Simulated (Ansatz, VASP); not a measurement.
**MgZn7O8 in VASP and in Ansatz**

File POSCAR:

```
MgZn7O8
1.0
    0.0005710000     -0.0005760000     -5.2050390000
    3.2411200000      5.5980830000      0.0002630000
    3.2409230000     -5.5979690000     -0.0009680000
O Mg Zn
8 1 7
Direct
    0.6208102877      0.1668109726      0.3333252481
    0.6207836817      0.1668421311      0.8331621752
    0.6207652172      0.6670551244      0.3334394902
    0.6214103148      0.6668856640      0.8333363726
    0.1195830416      0.3355106233      0.6669114050
    0.1203874310      0.3340567433      0.1662079693
    0.1195639749      0.8332196656      0.6670449338
    0.1195448286      0.8332525198      0.1646648450
    0.0002629600      0.6670688713      0.8331360336
    0.0017980582      0.1664024382      0.3337791594
    0.0017101545      0.1664148904      0.8316984747
    0.0017204677      0.6685768086      0.3338719112
    0.4994642294      0.3335929543      0.6663319024
    0.5009059324      0.3338036439      0.1664429466
    0.4993937413      0.8338536830      0.6664451352
    0.4994491462      0.8338875738      0.1667025808
```

INCAR.step1

```
SYSTEM = MgZn7O8
PREC = Accurate
ENCUT = 520
ISMEAR = 0
SIGMA = 0.02
LREAL = Auto
LASPH = .TRUE.
NELM = 60
NBANDS = 81
GGA = PE
ALGO = Normal
EDIFF = 1E-4
LWAVE = .TRUE.
LCHARG = .FALSE.
```

Contents of INCAR.step2:

```
SYSTEM = MgZn7O8
PREC = Accurate
ENCUT = 520
EDIFF = 1E-6
ISMEAR = 0
SIGMA = 0.02
LREAL = Auto
LASPH = .TRUE.
NELM = 60
ALGO = Normal
ISIF = 2
LWAVE = .FALSE.
LCHARG = .FALSE.
METAGGA = R2SCAN
LMIXTAU = .TRUE.
NBANDS = 81
ISTART = 1
```

Contents of KPOINTS:

```
regular mesh
0
G
  4 4 4
  0 0 0
```

Input for Ansatz:

```yaml
crystal:
  lattice:
    - [0.000571, -0.000576, -5.205039]
    - [3.24112, 5.598083, 0.000263]
    - [3.240923, -5.597969, -0.000968]
  atoms:
    - { symbol: O, position: [0.6208102877, 0.1668109726, 0.3333252481] }
    - { symbol: O, position: [0.6207836817, 0.1668421311, 0.8331621752] }
    - { symbol: O, position: [0.6207652172, 0.6670551244, 0.3334394902] }
    - { symbol: O, position: [0.6214103148, 0.666885664, 0.8333363726] }
    - { symbol: O, position: [0.1195830416, 0.3355106233, 0.666911405] }
    - { symbol: O, position: [0.120387431, 0.3340567433, 0.1662079693] }
    - { symbol: O, position: [0.1195639749, 0.8332196656, 0.6670449338] }
    - { symbol: O, position: [0.1195448286, 0.8332525198, 0.164664845] }
    - { symbol: Mg, position: [0.00026296, 0.6670688713, 0.8331360336] }
    - { symbol: Zn, position: [0.0017980582, 0.1664024382, 0.3337791594] }
    - { symbol: Zn, position: [0.0017101545, 0.1664148904, 0.8316984747] }
    - { symbol: Zn, position: [0.0017204677, 0.6685768086, 0.3338719112] }
    - { symbol: Zn, position: [0.4994642294, 0.3335929543, 0.6663319024] }
    - { symbol: Zn, position: [0.5009059324, 0.3338036439, 0.1664429466] }
    - { symbol: Zn, position: [0.4993937413, 0.833853683, 0.6664451352] }
    - { symbol: Zn, position: [0.4994491462, 0.8338875738, 0.1667025808] }
basis:
  ecutwfc: 500
kpoints:
  mp_grid: { grid: [4, 4, 4] }
hamiltonian:
  xc: r2scan
scf:
  occupations: { method: gaussian, width: 0.02 }
  n_extra_bands: 8
output:
  forces: true
  stress: true
  eigenvalues: true
  populations: true
  dos:
    method: { smearing: { sigma: 0.1, scheme: gaussian } }
    projected: true
    de: 0.02
  write_density: true
  write_potential: true
  elf: true
  volumetric_format: npy
```

Alike in both runs: task single point; functional r2SCAN; k mesh 4 × 4 × 4; occupations gaussian, width 0.02 eV; no spin polarisation.

|  | VASP | Ansatz |
| --- | --- | --- |
| version | VASP 6.6.1 | Ansatz 0.2.0 |
| potentials or method | VASP PAW PBE potentials, release 64 (O, Mg, Zn), cutoff 520 eV | scalar-relativistic, plane waves, PAW |
| valence electrons in the cell | 134 | 142 |

```csv
,VASP,Ansatz,Ansatz less VASP
gap on the k mesh at the Fermi level (eV),1.53,1.54,+0.004
least direct gap on the mesh (eV),1.53,1.54,+0.004
pressure (GPa),0.8,0.1,-0.80
"traceless stress, the component that is largest in VASP (GPa)",0.14,0.18,+0.041
rms of the force components (eV/Å),0.026,0.004,-0.0224
```

VASP's potentials were made for PBE, not for r2SCAN. Atom by atom the forces differ by 0.024 eV/Å (rms over components). VASP's potentials hold 134 valence electrons a cell and Ansatz's 142, so a difference there can come from the potentials and not from the codes.
